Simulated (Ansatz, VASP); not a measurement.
# Ti6H in VASP and in Ansatz

Contents of INCAR:

```
SYSTEM = Ti6H
PREC = Accurate
ENCUT = 520
EDIFF = 1E-7
ISMEAR = 0
SIGMA = 0.1
LREAL = .False.
LASPH = .True.
NELM = 80
ALGO = Normal
ISIF = 2
LWAVE = .False.
LCHARG = .False.
LDIPOL = .True.
IDIPOL = 3
DIPOL = 0.5 0.5 0.324
GGA = PE
NBANDS = 86
```

KPOINTS

```
regular mesh
0
Gamma
  5 6 1
  0 0 0
```

POSCAR

```
Ti6H
1.0
    5.6639455763      0.0000000000      0.0000000000
    0.0000000000      4.5793473381      0.0000000000
    0.0000000000      0.0000000000     24.5506933039
Ti H
12 2
Direct
    0.2500000000      0.0000000000      0.1629281891
    0.7500000000      0.0000000000      0.1629281891
    0.0000000000      0.5000000000      0.2167736627
    0.5000000000      0.5000000000      0.2167736627
    0.2500000000      0.0000000000      0.2706191363
    0.7500000000      0.0000000000      0.2706191363
    0.2500000000      0.5000000000      0.3256599435
    0.7500000000      0.5000000000      0.3256599435
    0.0000000000      0.0000000000      0.3779650127
    0.5000000000      0.0000000000      0.3779650127
    0.2500000000      0.5000000000      0.4297513383
    0.7500000000      0.5000000000      0.4297513383
   -0.1319751382      0.0000000000      0.4871835250
    0.1319751382      0.0000000000      0.4871835250
```

Input for Ansatz:

```yaml
crystal:
  lattice:
    - [5.6639455763, 0.0, 0.0]
    - [0.0, 4.5793473381, 0.0]
    - [0.0, 0.0, 24.5506933039]
  atoms:
    - { symbol: Ti, position: [0.25, 0.0, 0.1629281891] }
    - { symbol: Ti, position: [0.75, 0.0, 0.1629281891] }
    - { symbol: Ti, position: [0.0, 0.5, 0.2167736627] }
    - { symbol: Ti, position: [0.5, 0.5, 0.2167736627] }
    - { symbol: Ti, position: [0.25, 0.0, 0.2706191363] }
    - { symbol: Ti, position: [0.75, 0.0, 0.2706191363] }
    - { symbol: Ti, position: [0.25, 0.5, 0.3256599435] }
    - { symbol: Ti, position: [0.75, 0.5, 0.3256599435] }
    - { symbol: Ti, position: [0.0, 0.0, 0.3779650127] }
    - { symbol: Ti, position: [0.5, 0.0, 0.3779650127] }
    - { symbol: Ti, position: [0.25, 0.5, 0.4297513383] }
    - { symbol: Ti, position: [0.75, 0.5, 0.4297513383] }
    - { symbol: H, position: [-0.1319751382, 0.0, 0.487183525] }
    - { symbol: H, position: [0.1319751382, 0.0, 0.487183525] }
basis:
  ecutwfc: 420
kpoints:
  mp_grid: { grid: [5, 6, 1] }
hamiltonian:
  xc: pbe
  pseudopotentials: { kind: paw, azcp: { folder: soft_1 } }
scf:
  occupations: { method: gaussian, width: 0.1 }
output:
  forces: true
  eigenvalues: true
efield:
  axis: 3
  dipole_correction: true
  ramp_width: 0.04
```

Alike in both runs: task single point; functional PBE; k mesh 5 × 6 × 1; occupations gaussian, width 0.1 eV; no spin polarisation.

```csv
,VASP,Ansatz
version,VASP 6.6.1,Ansatz 0.2.0
potentials or method,"VASP PAW PBE potentials, release 64 (Ti_sv, H), cutoff 520 eV","scalar-relativistic, plane waves, PAW"
valence electrons in the cell,146,146
```

|  | VASP | Ansatz | Ansatz less VASP |
| --- | --- | --- | --- |
| gap on the k mesh at the Fermi level (eV) | none | none | - |
| rms of the force components (eV/Å) | 0.346 | 0.346 | +0.0002 |

Atom by atom the forces differ by 0.004 eV/Å (rms over components). A gap of «none» marks a metal or a gap that the smearing closes.
